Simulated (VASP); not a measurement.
# PbO2 (Pbcn) in VASP: single point with PBE

Aim: the single point of PbO2 with PBE.

Everything below comes from runs of VASP 6.6.1. Logs are shortened: lines on timing, memory, paths and dates and some standing lists are left out, and cuts for length are marked.

### Step 1. The cell of the first run

Symmetry: Pbcn, No. 60, orthorhombic system. Conventional cell: a = 4.947 Å, b = 5.951 Å, c = 5.497 Å, α = 90.00°, β = 90.00°, γ = 90.00°. Pb (site symmetry 2) has 6 O at 2.13 to 2.23 Å within 2.8 Å. O (site symmetry 1) has 4 Pb at 2.13 to 3.26 Å and 12 O at 2.70 to 3.35 Å within 3.4 Å.

### Step 2. Single point, PBE

Contents of INCAR:

```
PREC = Accurate
ENCUT = 520
EDIFF = 1E-6
ISMEAR = -1
SIGMA = 0.05
LREAL = F
LASPH = T
NELM = 60
ALGO = Normal
ISIF = 2
LWAVE = F
LCHARG = F
GGA = PE
NBANDS = 64
```

Contents of KPOINTS:

```
Automatic mesh
0
Gamma
  7 6 6
```

Contents of POSCAR:

```
PbO2
1.0
    4.9470000000      0.0000000000      0.0000000000
    0.0000000000      5.9510000000      0.0000000000
    0.0000000000      0.0000000000      5.4970000000
Pb O
4 8
Direct
    0.0000000000      0.1809191895      0.2500000000
    0.5000000000      0.3190808105      0.7500000000
    0.0000000000      0.8190808105      0.7500000000
    0.5000000000      0.6809191895      0.2500000000
    0.2606637816      0.4110376995      0.4326775801
    0.2393362184      0.0889623005      0.9326775801
    0.7606637816      0.0889623005      0.5673224199
    0.7393362184      0.4110376995      0.0673224199
    0.7393362184      0.5889623005      0.5673224199
    0.7606637816      0.9110376995      0.0673224199
    0.2393362184      0.9110376995      0.4326775801
    0.2606637816      0.5889623005      0.9326775801
```

Potentials or basis: VASP PAW PBE potentials, release 64 (Pb_d, O).

Started as:

```console
$ cat potpaw_PBE.64/Pb_d/POTCAR potpaw_PBE.64/O/POTCAR > POTCAR
$ mpirun -np 1 vasp_std > vasp.out
```

OUTCAR:

```text
PREC = Accurate
   ENCUT = 520
   EDIFF = 1E-6
   ISMEAR = -1
   LREAL = F
   LASPH = T
   NELM = 60
   ISIF = 2
   GGA = PE

 ion  position               nearest neighbor table
   1  0.000  0.181  0.250-   5 2.13   8 2.13   7 2.18   6 2.18  10 2.23  11 2.23   3 3.49   3 3.49
                             2 3.79   2 3.79   2 3.79   2 3.79   4 3.87   4 3.87   4 3.87   4 3.87
   2  0.500  0.319  0.750-   6 2.13   7 2.13   5 2.18   8 2.18   9 2.23  12 2.23   4 3.49   4 3.49
                             1 3.79   1 3.79   1 3.79   1 3.79   3 3.87   3 3.87   3 3.87   3 3.87
   3  0.000  0.819  0.750-   9 2.13  12 2.13  11 2.18  10 2.18   6 2.23   7 2.23   1 3.49   1 3.49
                             4 3.79   4 3.79   4 3.79   4 3.79   2 3.87   2 3.87   2 3.87   2 3.87
   4  0.500  0.681  0.250-  10 2.13  11 2.13   9 2.18  12 2.18   5 2.23   8 2.23   2 3.49   2 3.49
                             3 3.79   3 3.79   3 3.79   3 3.79   1 3.87   1 3.87   1 3.87   1 3.87
   5  0.261  0.411  0.433-   1 2.13   2 2.18   4 2.23
   6  0.239  0.089  0.933-   2 2.13   1 2.18   3 2.23
   7  0.761  0.089  0.567-   2 2.13   1 2.18   3 2.23
   8  0.739  0.411  0.067-   1 2.13   2 2.18   4 2.23
   9  0.739  0.589  0.567-   3 2.13   4 2.18   2 2.23
  10  0.761  0.911  0.067-   4 2.13   3 2.18   1 2.23
  11  0.239  0.911  0.433-   4 2.13   3 2.18   1 2.23
  12  0.261  0.589  0.933-   3 2.13   4 2.18   2 2.23

  LATTYP: Found a simple orthorhombic cell.
 ALAT       =     4.9470000000
 B/A-ratio  =     1.1111784920
 C/A-ratio  =     1.2029512836

  Lattice vectors:

 A1 = (  -4.9470000000,   0.0000000000,   0.0000000000)
 A2 = (   0.0000000000,   0.0000000000,   5.4970000000)
 A3 = (   0.0000000000,   5.9510000000,   0.0000000000)

Analysis of symmetry for initial positions (statically):
=====================================================================
 Subroutine PRICEL returns:
 Original cell was already a primitive cell.

 Routine SETGRP: Setting up the symmetry group for a
 simple orthorhombic supercell.

 Subroutine GETGRP returns: Found  8 space group operations
 (whereof  2 operations were pure point group operations)
 out of a pool of  8 trial point group operations.

The static configuration has the point symmetry S_2 .
 The point group associated with its full space group is D_2h.

Analysis of symmetry for dynamics (positions and initial velocities):
=====================================================================
 Subroutine PRICEL returns:
 Original cell was already a primitive cell.

 Routine SETGRP: Setting up the symmetry group for a
 simple orthorhombic supercell.

 Subroutine GETGRP returns: Found  8 space group operations
 (whereof  2 operations were pure point group operations)
 out of a pool of  8 trial point group operations.

The dynamic configuration has the point symmetry S_2 .
 The point group associated with its full space group is D_2h.

 Subroutine INISYM returns: Found  8 space group operations
 (whereof  2 operations are pure point group operations),
 and found     1 'primitive' translations

----------------------------------------------------------------------------------------

                                     Primitive cell

  volume of cell :     161.8295

  direct lattice vectors                    reciprocal lattice vectors
     4.947000000  0.000000000  0.000000000     0.202142713  0.000000000  0.000000000
     0.000000000  5.951000000  0.000000000     0.000000000  0.168038985  0.000000000
     0.000000000  0.000000000  5.497000000     0.000000000  0.000000000  0.181917409

  length of vectors
     4.947000000  5.951000000  5.497000000     0.202142713  0.168038985  0.181917409

  position of ions in fractional coordinates (direct lattice)
     0.000000000  0.180919190  0.250000000
     0.500000000  0.319080810  0.750000000
     0.000000000  0.819080810  0.750000000
     0.500000000  0.680919190  0.250000000
     0.260663782  0.411037699  0.432677580
     0.239336218  0.088962301  0.932677580
     0.760663782  0.088962301  0.567322420
     0.739336218  0.411037699  0.067322420
     0.739336218  0.588962301  0.567322420
     0.760663782  0.911037699  0.067322420
     0.239336218  0.911037699  0.432677580
     0.260663782  0.588962301  0.932677580

  ion indices of the primitive-cell ions
   primitive index   ion index
                 1           1
                 2           2
                 3           3
                 4           4
                 5           5
                 6           6
                 7           7
                 8           8
                 9           9
                10          10
                11          11
                12          12

----------------------------------------------------------------------------------------

 KPOINTS: Automatic mesh

Automatic generation of k-mesh.
 Grid dimensions read from file:
 generate k-points for:    7    6    6

 Generating k-lattice:

  Cartesian coordinates                     Fractional coordinates (reciprocal lattice)
     0.028877530  0.000000000  0.000000000     0.142857143  0.000000000  0.000000000
     0.000000000  0.028006498  0.000000000     0.000000000  0.166666667  0.000000000
     0.000000000  0.000000000  0.030319568     0.000000000  0.000000000  0.166666667

  Length of vectors
     0.028877530  0.028006498  0.030319568

  Shift w.r.t. Gamma in fractional coordinates (k-lattice)
     0.000000000  0.000000000  0.000000000

 Subroutine IBZKPT returns following result:
 ===========================================

 Found     64 irreducible k-points:

 Following reciprocal coordinates:
            Coordinates               Weight
  0.000000  0.000000  0.000000      1.000000
  0.142857  0.000000  0.000000      2.000000
  0.285714  0.000000  0.000000      2.000000
  0.428571  0.000000  0.000000      2.000000
  0.000000  0.166667  0.000000      2.000000
  0.142857  0.166667  0.000000      4.000000
[... 16 lines left out ...]
  0.285714  0.166667  0.166667      8.000000
  0.428571  0.166667  0.166667      8.000000
 [... further k-points ...]
   k-points           NKPTS =     64   k-points in BZ     NKDIM =     64   number of bands    NBANDS=     64
   number of dos      NEDOS =    301   number of ions     NIONS =     12
   total plane-waves  NPLWV =  80640
   dimension x,y,z NGX =    40 NGY =   48 NGZ =   42
   dimension x,y,z NGXF=    80 NGYF=   96 NGZF=   84
   ions per type =               4   8
   NGX,Y,Z   is equivalent  to a cutoff of  13.44, 13.41, 12.70 a.u.
   NGXF,Y,Z  is equivalent  to a cutoff of  26.88, 26.82, 25.40 a.u.
 SYSTEM =  unknown system
   PREC   = accura    normal or accurate (medium, high low for compatibility)
   ISTART =      0    job   : 0-new  1-cont  2-samecut
   ICHARG =      2    charge: 1-file 2-atom 10-const
   ISPIN  =      1    spin polarized calculation?
   LNONCOLLINEAR =      F non collinear calculations
   LSORBIT =      F    spin-orbit coupling
   LASPH  =      T    aspherical Exc in radial PAW
   ENCUT  =  520.0 eV  38.22 Ry    6.18 a.u.   9.20 11.06 10.22*2*pi/ulx,y,z
   NELM   =     60;   NELMIN=  2; NELMDL= -5     # of ELM steps
   EDIFF  = 0.1E-05   stopping-criterion for ELM
   LREAL  =      F    real-space projection
   EDIFFG = 0.1E-04   stopping-criterion for IOM
   NSW    =      0    number of steps for IOM
   IBRION =     -1    ionic relax: 0-MD 1-quasi-New 2-CG
   NFREE  =      0    steps in history (QN), initial steepest desc. (CG)
   ISIF   =      2    stress and relaxation
   ISYM   =      2    0-nonsym 1-usesym 2-fastsym
   POTIM  = 0.5000    time-step for ionic-motion
   TEBEG  =    0.0;   TEEND  =   0.0 temperature during run
   PSTRESS=    0.0 pullay stress
   NELECT =     104.0000    total number of electrons
   NUPDOWN=      -1.0000    fix difference up-down
   EMIN   =  10.00;   EMAX   =-10.00  energy-range for DOS
   EFERMI =   0.00;   METHOD = LEGACY
   ISMEAR =    -1;   SIGMA  =   0.05  broadening in eV -4-tet -1-fermi 0-gaus
   EFERMI_NEDOS =   21; number of points for ismear=-14 and -15
   IALGO  =     38    algorithm
   IMIX   =      4    mixing-type and parameters
     AMIX     =   0.40;   BMIX     =  1.00
     AMIX_MAG =   1.60;   BMIX_MAG =  1.00
  volume/ion in A,a.u.               =      13.49        91.01
  Fermi-wavevector in a.u.,A,eV,Ry     =   1.412755  2.669719 27.155537  1.995876
  Thomas-Fermi vector in A             =   2.534471
   LORBIT       =      0    0 simple, 1 ext, 2 COOP (PROOUT), +10 PAW based schemes
   GGA     = PE    functional components
   LHFCALC =     F    Hartree Fock is set to
   AEXX    =    0.0000 exact exchange contribution
   IVDW    =     0    specifies the selected vdW correction
   LEPSILON=     F    determine dielectric tensor
   LRPA    =     F    only Hartree local field effects (RPA)
 non-spin polarized calculation
  energy-cutoff  :      520.00
  volume of cell :      161.83
 maximum number of plane-waves:      4380
 NGX is ok and might be reduce to    40
   NGX = 19   NGY = 23   NGZ = 21

 number of electron     103.9999989 magnetization

 Free energy of the ion-electron system (eV)
  ---------------------------------------------------
  ext. energy  EPLUGINS =         0.00000000
  ---------------------------------------------------
  free energy    TOTEN  =       -63.38256973 eV

  energy without entropy =      -63.37751187  energy(sigma->0) =      -63.38004080

 E-fermi :   4.8505     XC(G=0): -10.9373

 val. band max:        4.6845469161   @ k =   0.0000   0.0000   0.0000
 cond. band min:       4.9020201347   @ k =   0.0000   0.1667   0.0000
 fundamental gap:      0.2174732185
 Fermi energy:         4.8505003230

 k-point     1 :       0.0000    0.0000    0.0000
  band No.  band energies     occupation
      1     -13.5241      2.00000
      2     -13.1701      2.00000
      3     -13.1033      2.00000
      4     -12.9419      2.00000
      5     -12.7597      2.00000
      6     -12.2384      2.00000
[... 56 lines left out ...]
     63      14.5915      0.00000
     64      15.2361      0.00000

 k-point     2 :       0.1429    0.0000    0.0000
  band No.  band energies     occupation
      1     -13.4721      2.00000
      2     -13.1671      2.00000
      3     -13.0409      2.00000
      4     -12.9222      2.00000
      5     -12.7880      2.00000
      6     -12.3943      2.00000
[... 56 lines left out ...]
     63      14.7051      0.00000
     64      14.9199      0.00000

 k-point     3 :       0.2857    0.0000    0.0000
  band No.  band energies     occupation
      1     -13.3302      2.00000
      2     -13.1170      2.00000
      3     -12.8983      2.00000
      4     -12.8658      2.00000
      5     -12.8570      2.00000
      6     -12.6232      2.00000
[... 1396 lines left out ...]
     63      14.4449      0.00000
     64      14.8737      0.00000

 k-point    24 :       0.4286    0.1667    0.1667
  band No.  band energies     occupation
      1     -13.1692      2.00000
      2     -13.1201      2.00000
      3     -12.9376      2.00000
      4     -12.8645      2.00000
      5     -12.7248      2.00000
      6     -12.6956      2.00000
[... 56 lines left out ...]
     63      14.2781      0.00000
     64      14.7326      0.00000

 [... further k-points ...]

------------------------ aborting loop because EDIFF is reached ----------------------------------------

  FORCE on cell =-STRESS in cart. coord.  units (eV):
  Direction    XX          YY          ZZ          XY          YZ          ZX
  --------------------------------------------------------------------------------------
  -------------------------------------------------------------------------------------
  Total        9.7474880      7.4368525      7.7472508      0.0000000      0.0000000      0.0000000
  in kB       96.5040838     73.6278559     76.7009244      0.0000000      0.0000000      0.0000000
  external PRESSURE =      82.2776214 kB  Pullay stress =       0.0000000 kB

 VOLUME and BASIS-vectors are now :
 -----------------------------------------------------------------------------
  energy-cutoff  :      520.00
  volume of cell :      161.83
      direct lattice vectors                 reciprocal lattice vectors
     4.947000000  0.000000000  0.000000000     0.202142713  0.000000000  0.000000000
     0.000000000  5.951000000  0.000000000     0.000000000  0.168038985  0.000000000
     0.000000000  0.000000000  5.497000000     0.000000000  0.000000000  0.181917409

 POSITION                                       TOTAL-FORCE (eV/Angst)
 -----------------------------------------------------------------------------------
      0.00000      1.07665      1.37425        -0.000000      0.007631      0.000000
      2.47350      1.89885      4.12275        -0.000000     -0.007631      0.000000
      0.00000      4.87435      4.12275        -0.000000     -0.007631      0.000000
      2.47350      4.05215      1.37425        -0.000000      0.007631      0.000000
      1.28950      2.44609      2.37843        -0.004928      0.013755     -0.011629
      1.18400      0.52941      5.12693         0.004928     -0.013755     -0.011629
      3.76300      0.52941      3.11857        -0.004928     -0.013755      0.011629
      3.65750      2.44609      0.37007         0.004928      0.013755      0.011629
      3.65750      3.50491      3.11857         0.004928     -0.013755      0.011629
      3.76300      5.42159      0.37007        -0.004928      0.013755      0.011629
      1.18400      5.42159      2.37843         0.004928      0.013755     -0.011629
      1.28950      3.50491      5.12693        -0.004928     -0.013755     -0.011629
 -----------------------------------------------------------------------------------
    total drift:                                0.000000      0.000000      0.000000

  FREE ENERGIE OF THE ION-ELECTRON SYSTEM (eV)
  ---------------------------------------------------
  free  energy   TOTEN  =       -63.3825697251 eV

  energy  without entropy=      -63.3775118718  energy(sigma->0) =      -63.38004080
```

Wall time 14 min (1 thread of Intel Xeon Platinum 8259CL at 2.50GHz (Skylake/Cascade Lake), shared host); peak memory 0.57 GiB.

What came out:

- Free energy: -63.3826 eV
- Pressure: 8.2 GPa
- Largest force: 0.019 eV/Å
- Band gap on the k mesh: 0.03 eV (least direct gap 0.13 eV)

Forces on the atoms (eV/Å):
```
Pb   0.000  0.008  0.000
Pb   0.000 -0.008  0.000
Pb   0.000 -0.008  0.000
Pb   0.000  0.008  0.000
O   -0.005  0.014 -0.012
O    0.005 -0.014 -0.012
O   -0.005 -0.014  0.012
O    0.005  0.014  0.012
O    0.005 -0.014  0.012
O   -0.005  0.014  0.012
O    0.005  0.014 -0.012
O   -0.005 -0.014 -0.012
```

Stress tensor (GPa, compression positive):
```
9.65 0.00 0.00
0.00 7.36 0.00
0.00 0.00 7.67
```

Caveat: the cell stands under pressure; the smearing spreads over this small gap; spin-orbit coupling is left out, which moves the levels of the heavy elements. A k mesh can miss the band edges.

The gap in the log of VASP goes by the Fermi energy; the results here count the filled bands.